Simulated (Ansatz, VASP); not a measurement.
**Ga6HN6: VASP beside Ansatz**

```
CELL_PARAMETERS angstrom
0.00000 0.00000 -5.24317
4.82756 2.78719 0.00000
0.00000 -5.57438 0.00000
ATOMIC_POSITIONS crystal
Ga 0.49779 0.66678 0.66788
Ga 0.49779 0.33252 0.00074
Ga 0.49778 0.99965 0.33361
Ga 0.99870 0.32766 0.32875
Ga 0.99869 0.99965 0.67274
Ga 0.99870 0.67165 0.00075
N 0.12475 0.65956 0.66065
N 0.12475 0.33975 0.00075
N 0.12475 0.99965 0.34085
N 0.61910 0.33512 0.33622
N 0.61910 0.99965 0.66527
N 0.61910 0.66418 0.00074
H 0.84720 0.99966 0.00075
```

Alike in both runs: functional PBE; k mesh 3 × 3 × 3; occupations gaussian, width 0.02 eV; collinear spin.

Ansatz relaxed the structure, and its values are those at the end. VASP's run is a single point on that final structure, the one shown.

```csv
,VASP,Ansatz
version,VASP 6.6.1,Ansatz 0.2.0
potentials or method,"VASP PAW PBE potentials, release 64 (Ga_d, N, H), cutoff 520 eV","scalar-relativistic, plane waves, PAW"
valence electrons in the cell,109,109
```

|  | VASP | Ansatz | Ansatz less VASP |
| --- | --- | --- | --- |
| gap on the k mesh at the Fermi level (eV) | none | none | - |
| rms of the force components (eV/Å) | 0.006 | 0.005 | -0.0015 |
| net moment per atom (μB) | 0.06 | 0.06 | 0.000 |
| size of the moment on the site where the two differ most (μB) | 0.21 | 0.34 | +0.132 |

Site moments also hang on the region over which each program counts them. A gap of «none» marks a metal or a gap that the smearing closes.

The k mesh is coarse, so the values compare programs but aren't converged.
